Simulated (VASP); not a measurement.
# Al3Sb2P (P4/mmm) in VASP: further runs

Al3Sb2P is run at these levels: PBE; tasks: single point, relaxation of cell and atoms.

Program: VASP 6.6.1. These are calculated values, not measurements. Logs are shortened: lines on timing, memory, paths and dates and some standing lists are left out, and cuts for length are marked.

## Step 1: The cell of the first run

Symmetry: P4/mmm, No. 123, tetragonal system. Conventional cell: a = 3.418 Å, b = 3.418 Å, c = 10.219 Å, α = 90.00°, β = 90.00°, γ = 90.00°. Within 3.8 Å of Al (site symmetry 4mm) lie 4 Sb at 2.86 Å and 4 P at 3.06 Å and 6 Al at 3.23 to 3.76 Å. Al (site symmetry 4/mmm) has 8 Sb at 2.95 Å and 6 Al at 3.23 to 3.42 Å within 3.9 Å. Within 3.8 Å of Sb (site symmetry 4mm) lie 8 Al at 2.86 to 2.95 Å and 5 Sb at 3.39 to 3.42 Å and 1 P at 3.42 Å. Within 4.0 Å of P (site symmetry 4/mmm) lie 8 Al at 3.06 Å and 2 Sb at 3.42 Å and 4 P at 3.42 Å.

## Step 2: Single point, PBE

INCAR reads:

```
SYSTEM = Al3Sb2P
PREC = Accurate
ENCUT = 520
EDIFF = 1E-7
ISMEAR = 0
SIGMA = 0.1
LREAL = .False.
LASPH = .True.
NELM = 100
ALGO = Normal
ISIF = 2
LWAVE = .False.
LCHARG = .False.
GGA = PE
NBANDS = 21
```

KPOINTS reads:

```
Automatic mesh
0
Gamma
  6 6 2
  0 0 0
```

POSCAR reads:

```
Al3Sb2P
1.0
    3.4180992200      0.0000000000      0.0000000000
    0.0000000000      3.4180992200      0.0000000000
    0.0000000000      0.0000000000     10.2191193900
Al Sb P
3 2 1
Direct
    0.5000000000      0.5000000000      0.1837450000
    0.5000000000      0.5000000000      0.5000000000
    0.5000000000      0.5000000000      0.8162550000
    0.0000000000      0.0000000000      0.3342649900
    0.0000000000      0.0000000000      0.6657350100
    0.0000000000      0.0000000000      0.0000000000
```

Potentials or basis: VASP PAW PBE potentials, release 64 (Al, Sb, P).

On the command line:

```sh
$ cat potpaw_PBE.64/Al/POTCAR potpaw_PBE.64/Sb/POTCAR potpaw_PBE.64/P/POTCAR > POTCAR
$ mpirun -np 1 vasp_std > vasp.out
```

OUTCAR:

```text
SYSTEM = Al3Sb2P
   PREC = Accurate
   ENCUT = 520
   EDIFF = 1E-7
   ISMEAR = 0
   LREAL = .False.
   LASPH = .True.
   NELM = 100
   ISIF = 2
   GGA = PE

 ion  position               nearest neighbor table
   1  0.500  0.500  0.184-   4 2.86   4 2.86   4 2.86   4 2.86   6 3.06   6 3.06   6 3.06   6 3.06
                             2 3.23
   2  0.500  0.500  0.500-   4 2.95   5 2.95   4 2.95   5 2.95   4 2.95   5 2.95   4 2.95   5 2.95
                             1 3.23   3 3.23
   3  0.500  0.500  0.816-   5 2.86   5 2.86   5 2.86   5 2.86   6 3.06   6 3.06   6 3.06   6 3.06
                             2 3.23
   4  0.000  0.000  0.334-   1 2.86   1 2.86   1 2.86   1 2.86   2 2.95   2 2.95   2 2.95   2 2.95
                             5 3.39
   5  0.000  0.000  0.666-   3 2.86   3 2.86   3 2.86   3 2.86   2 2.95   2 2.95   2 2.95   2 2.95
                             4 3.39
   6  0.000  0.000  0.000-   1 3.06   3 3.06   1 3.06   3 3.06   1 3.06   3 3.06   1 3.06   3 3.06

  LATTYP: Found a simple tetragonal cell.
 ALAT       =     3.4180992200
 C/A-ratio  =     2.9897082361

  Lattice vectors:

 A1 = (   3.4180992200,   0.0000000000,   0.0000000000)
 A2 = (   0.0000000000,   3.4180992200,   0.0000000000)
 A3 = (   0.0000000000,   0.0000000000,  10.2191193900)

Analysis of symmetry for initial positions (statically):
=====================================================================
 Subroutine PRICEL returns:
 Original cell was already a primitive cell.

 Routine SETGRP: Setting up the symmetry group for a
 simple tetragonal supercell.

 Subroutine GETGRP returns: Found 16 space group operations
 (whereof 16 operations were pure point group operations)
 out of a pool of 16 trial point group operations.

The static configuration has the point symmetry D_4h.

Analysis of symmetry for dynamics (positions and initial velocities):
=====================================================================
 Subroutine PRICEL returns:
 Original cell was already a primitive cell.

 Routine SETGRP: Setting up the symmetry group for a
 simple tetragonal supercell.

 Subroutine GETGRP returns: Found 16 space group operations
 (whereof 16 operations were pure point group operations)
 out of a pool of 16 trial point group operations.

The dynamic configuration has the point symmetry D_4h.

 Subroutine INISYM returns: Found 16 space group operations
 (whereof 16 operations are pure point group operations),
 and found     1 'primitive' translations

----------------------------------------------------------------------------------------

                                     Primitive cell

  volume of cell :     119.3941

  direct lattice vectors                    reciprocal lattice vectors
     3.418099220  0.000000000  0.000000000     0.292560261  0.000000000  0.000000000
     0.000000000  3.418099220  0.000000000     0.000000000  0.292560261  0.000000000
     0.000000000  0.000000000 10.219119390     0.000000000  0.000000000  0.097855790

  length of vectors
     3.418099220  3.418099220 10.219119390     0.292560261  0.292560261  0.097855790

  position of ions in fractional coordinates (direct lattice)
     0.500000000  0.500000000  0.183745000
     0.500000000  0.500000000  0.500000000
     0.500000000  0.500000000  0.816255000
     0.000000000  0.000000000  0.334264990
     0.000000000  0.000000000  0.665735010
     0.000000000  0.000000000  0.000000000

  ion indices of the primitive-cell ions
   primitive index   ion index
                 1           1
                 2           2
                 3           3
                 4           4
                 5           5
                 6           6

----------------------------------------------------------------------------------------

 KPOINTS: Automatic mesh

Automatic generation of k-mesh.
 Grid dimensions read from file:
 generate k-points for:    6    6    2

 Generating k-lattice:

  Cartesian coordinates                     Fractional coordinates (reciprocal lattice)
     0.048760044  0.000000000  0.000000000     0.166666667  0.000000000  0.000000000
     0.000000000  0.048760044  0.000000000     0.000000000  0.166666667  0.000000000
     0.000000000  0.000000000  0.048927895     0.000000000  0.000000000  0.500000000

  Length of vectors
     0.048760044  0.048760044  0.048927895

  Shift w.r.t. Gamma in fractional coordinates (k-lattice)
     0.000000000  0.000000000  0.000000000

 Subroutine IBZKPT returns following result:
 ===========================================

 Found     20 irreducible k-points:

 Following reciprocal coordinates:
            Coordinates               Weight
  0.000000  0.000000  0.000000      1.000000
  0.166667  0.000000  0.000000      4.000000
  0.333333  0.000000  0.000000      4.000000
  0.500000  0.000000  0.000000      2.000000
  0.166667  0.166667  0.000000      4.000000
  0.333333  0.166667  0.000000      8.000000
[... 12 lines left out ...]
  0.500000  0.333333  0.500000      4.000000
  0.500000  0.500000  0.500000      1.000000
   k-points           NKPTS =     20   k-points in BZ     NKDIM =     20   number of bands    NBANDS=     21
   number of dos      NEDOS =    301   number of ions     NIONS =      6
   total plane-waves  NPLWV =  62720
   dimension x,y,z NGX =    28 NGY =   28 NGZ =   80
   dimension x,y,z NGXF=    56 NGYF=   56 NGZF=  160
   ions per type =               3   2   1
   NGX,Y,Z   is equivalent  to a cutoff of  13.62, 13.62, 13.01 a.u.
   NGXF,Y,Z  is equivalent  to a cutoff of  27.24, 27.24, 26.03 a.u.
 SYSTEM =  Al3Sb2P
   PREC   = accura    normal or accurate (medium, high low for compatibility)
   ISTART =      0    job   : 0-new  1-cont  2-samecut
   ICHARG =      2    charge: 1-file 2-atom 10-const
   ISPIN  =      1    spin polarized calculation?
   LNONCOLLINEAR =      F non collinear calculations
   LSORBIT =      F    spin-orbit coupling
   LASPH  =      T    aspherical Exc in radial PAW
   ENCUT  =  520.0 eV  38.22 Ry    6.18 a.u.   6.36  6.36 19.00*2*pi/ulx,y,z
   NELM   =    100;   NELMIN=  2; NELMDL= -5     # of ELM steps
   EDIFF  = 0.1E-06   stopping-criterion for ELM
   LREAL  =      F    real-space projection
   EDIFFG = 0.1E-05   stopping-criterion for IOM
   NSW    =      0    number of steps for IOM
   IBRION =     -1    ionic relax: 0-MD 1-quasi-New 2-CG
   NFREE  =      0    steps in history (QN), initial steepest desc. (CG)
   ISIF   =      2    stress and relaxation
   ISYM   =      2    0-nonsym 1-usesym 2-fastsym
   POTIM  = 0.5000    time-step for ionic-motion
   TEBEG  =    0.0;   TEEND  =   0.0 temperature during run
   PSTRESS=    0.0 pullay stress
   NELECT =      24.0000    total number of electrons
   NUPDOWN=      -1.0000    fix difference up-down
   EMIN   =  10.00;   EMAX   =-10.00  energy-range for DOS
   EFERMI =   0.00;   METHOD = LEGACY
   ISMEAR =     0;   SIGMA  =   0.10  broadening in eV -4-tet -1-fermi 0-gaus
   EFERMI_NEDOS =   21; number of points for ismear=-14 and -15
   IALGO  =     38    algorithm
   IMIX   =      4    mixing-type and parameters
     AMIX     =   0.40;   BMIX     =  1.00
     AMIX_MAG =   1.60;   BMIX_MAG =  1.00
  volume/ion in A,a.u.               =      19.90       134.29
  Fermi-wavevector in a.u.,A,eV,Ry     =   0.958998  1.812243 12.512964  0.919677
  Thomas-Fermi vector in A             =   2.088155
   LORBIT       =      0    0 simple, 1 ext, 2 COOP (PROOUT), +10 PAW based schemes
   GGA     = PE    functional components
   LHFCALC =     F    Hartree Fock is set to
   AEXX    =    0.0000 exact exchange contribution
   IVDW    =     0    specifies the selected vdW correction
   LEPSILON=     F    determine dielectric tensor
   LRPA    =     F    only Hartree local field effects (RPA)
 non-spin polarized calculation
 Gauss-broadening in eV      SIGMA  =   0.10
  energy-cutoff  :      520.00
  volume of cell :      119.39
 maximum number of plane-waves:      3248
 NGX is ok and might be reduce to    28
   NGX = 13   NGY = 13   NGZ = 39

 number of electron      24.0000000 magnetization

 Free energy of the ion-electron system (eV)
  ---------------------------------------------------
  ext. energy  EPLUGINS =         0.00000000
  ---------------------------------------------------
  free energy    TOTEN  =       -22.57428717 eV

  energy without entropy =      -22.54726385  energy(sigma->0) =      -22.56077551

 E-fermi :   8.2405     XC(G=0): -10.3185

 val. band max:        8.2380588558   @ k =   0.3333   0.1667   0.5000
 cond. band min:       8.2623116763   @ k =   0.1667   0.0000   0.5000
 fundamental gap:      0.0242528205
 Fermi energy:         8.2405445092

 k-point     1 :       0.0000    0.0000    0.0000
  band No.  band energies     occupation
      1      -4.8024      2.00000
      2      -3.7106      2.00000
      3      -2.7958      2.00000
      4       1.3966      2.00000
      5       2.3037      2.00000
      6       7.5108      2.00000
[... 13 lines left out ...]
     20      13.3644      0.00000
     21      13.3644      0.00000

 k-point     2 :       0.1667    0.0000    0.0000
  band No.  band energies     occupation
      1      -4.4618      2.00000
      2      -3.3700      2.00000
      3      -2.5273      2.00000
      4       1.7233      2.00000
      5       2.6314      2.00000
      6       4.6274      2.00000
[... 13 lines left out ...]
     20      13.8124      0.00000
     21      14.5037      0.00000

 k-point     3 :       0.3333    0.0000    0.0000
  band No.  band energies     occupation
      1      -3.4979      2.00000
      2      -2.4043      2.00000
      3      -1.8269      2.00000
      4       1.6097      2.00000
      5       2.5697      2.00000
      6       2.6836      2.00000
[... 13 lines left out ...]
     20      13.8587      0.00000
     21      13.8839      0.00000

 k-point     4 :       0.5000    0.0000    0.0000
  band No.  band energies     occupation
      1      -2.5869      2.00000
      2      -1.4840      2.00000
      3      -1.2882      2.00000
      4      -0.0344      2.00000
      5       1.0924      2.00000
      6       2.5679      2.00000
[... 13 lines left out ...]
     20      13.3267      0.00000
     21      13.8306      0.00000

 k-point     5 :       0.1667    0.1667    0.0000
  band No.  band energies     occupation
      1      -4.1225      2.00000
      2      -3.0299      2.00000
      3      -2.2628      2.00000
      4       2.0480      2.00000
      5       2.9572      2.00000
      6       4.6481      2.00000
[... 13 lines left out ...]
     20      14.1699      0.00000
     21      14.2191      0.00000

 k-point     6 :       0.3333    0.1667    0.0000
  band No.  band energies     occupation
      1      -3.1649      2.00000
      2      -2.0666      2.00000
      3      -1.5758      2.00000
      4       1.9551      2.00000
      5       2.8869      2.00000
      6       3.0305      2.00000
[... 13 lines left out ...]
     20      12.9302      0.00000
     21      14.0493      0.00000

 k-point     7 :       0.5000    0.1667    0.0000
  band No.  band energies     occupation
      1      -2.2703      2.00000
      2      -1.1534      2.00000
      3      -1.0479      2.00000
      4       0.3296      2.00000
      5       1.4541      2.00000
      6       2.8912      2.00000
[... 13 lines left out ...]
     20      13.0089      0.00000
     21      13.1515      0.00000
[... 195 lines left out ...]
      1      -3.0468      2.00000
      2      -2.5070      2.00000
      3      -1.0798      2.00000
      4       2.0510      2.00000
      5       2.0608      2.00000
      6       2.6874      2.00000
[... 13 lines left out ...]
     20      13.9011      0.00000
     21      14.2750      0.00000

 k-point    17 :       0.5000    0.1667    0.5000
  band No.  band energies     occupation
      1      -2.1072      2.00000
      2      -1.7621      2.00000
      3      -0.4679      2.00000
      4       0.4086      2.00000
      5       1.1800      2.00000
      6       3.2209      2.00000
[... 13 lines left out ...]
     20      12.3448      0.00000
     21      14.4378      0.00000

 k-point    18 :       0.3333    0.3333    0.5000
  band No.  band energies     occupation
      1      -2.0863      2.00000
      2      -1.6840      2.00000
      3      -0.3651      2.00000
      4       2.8250      2.00000
      5       3.0661      2.00000
      6       3.3673      2.00000
[... 13 lines left out ...]
     20      12.1979      0.00000
     21      12.2880      0.00000

 k-point    19 :       0.5000    0.3333    0.5000
  band No.  band energies     occupation
      1      -1.1831      2.00000
      2      -1.0525      2.00000
      3       0.2869      2.00000
      4       1.4711      2.00000
      5       2.2158      2.00000
      6       4.1811      2.00000
[... 13 lines left out ...]
     20      10.7687      0.00000
     21      13.1286      0.00000

 k-point    20 :       0.5000    0.5000    0.5000
  band No.  band energies     occupation
      1      -0.5644      2.00000
      2      -0.3558      2.00000
      3       0.9797      2.00000
      4       2.6869      2.00000
      5       2.6869      2.00000
      6       3.3872      2.00000
[... 13 lines left out ...]
     20      11.7268      0.00000
     21      12.2051      0.00000

------------------------ aborting loop because EDIFF is reached ----------------------------------------

  FORCE on cell =-STRESS in cart. coord.  units (eV):
  Direction    XX          YY          ZZ          XY          YZ          ZX
  --------------------------------------------------------------------------------------
  -------------------------------------------------------------------------------------
  Total        2.8359639      2.8359639      1.7701207      0.0000000      0.0000000      0.0000000
  in kB       38.0564678     38.0564678     23.7536664      0.0000000      0.0000000      0.0000000
  external PRESSURE =      33.2888674 kB  Pullay stress =       0.0000000 kB

 VOLUME and BASIS-vectors are now :
 -----------------------------------------------------------------------------
  energy-cutoff  :      520.00
  volume of cell :      119.39
      direct lattice vectors                 reciprocal lattice vectors
     3.418099220  0.000000000  0.000000000     0.292560261  0.000000000  0.000000000
     0.000000000  3.418099220  0.000000000     0.000000000  0.292560261  0.000000000
     0.000000000  0.000000000 10.219119390     0.000000000  0.000000000  0.097855790

 POSITION                                       TOTAL-FORCE (eV/Angst)
 -----------------------------------------------------------------------------------
      1.70905      1.70905      1.87771         0.000000     -0.000000     -1.725705
      1.70905      1.70905      5.10956         0.000000     -0.000000      0.000000
      1.70905      1.70905      8.34141         0.000000     -0.000000      1.725705
      0.00000      0.00000      3.41589         0.000000      0.000000      0.068024
      0.00000      0.00000      6.80323         0.000000      0.000000     -0.068024
      0.00000      0.00000      0.00000         0.000000     -0.000000      0.000000
 -----------------------------------------------------------------------------------
    total drift:                               -0.000000     -0.000000      0.000000

  FREE ENERGIE OF THE ION-ELECTRON SYSTEM (eV)
  ---------------------------------------------------
  free  energy   TOTEN  =       -22.5742871715 eV

  energy  without entropy=      -22.5472638464  energy(sigma->0) =      -22.56077551
```

It took 33 s on 1 thread of Intel Xeon Platinum 8488C (Sapphire Rapids), shared host; peak memory 0.26 GiB.

Results:

```
Free energy            : -22.5743 eV
Pressure               : 3.3 GPa
Largest force          : 1.726 eV/Å
Band gap on the k mesh : zero (band 12 reaches 9.40 eV, above the bottom of band 13 at 6.28 eV)
```

Forces in eV/Å, atoms in the order of the input:
```
Al   0.000  0.000 -1.726
Al   0.000  0.000  0.000
Al   0.000  0.000  1.726
Sb   0.000  0.000  0.068
Sb   0.000  0.000 -0.068
P    0.000  0.000  0.000
```

Stress tensor (GPa, compression positive):
```
3.81 0.00 0.00
0.00 3.81 0.00
0.00 0.00 2.38
```

Caveat: spin-orbit coupling is left out, which moves the levels of the heavy elements; forces of over 1 eV/Å act on the atoms, so gaps and moduli don't describe the material at rest.

[end of part 1 of 3]
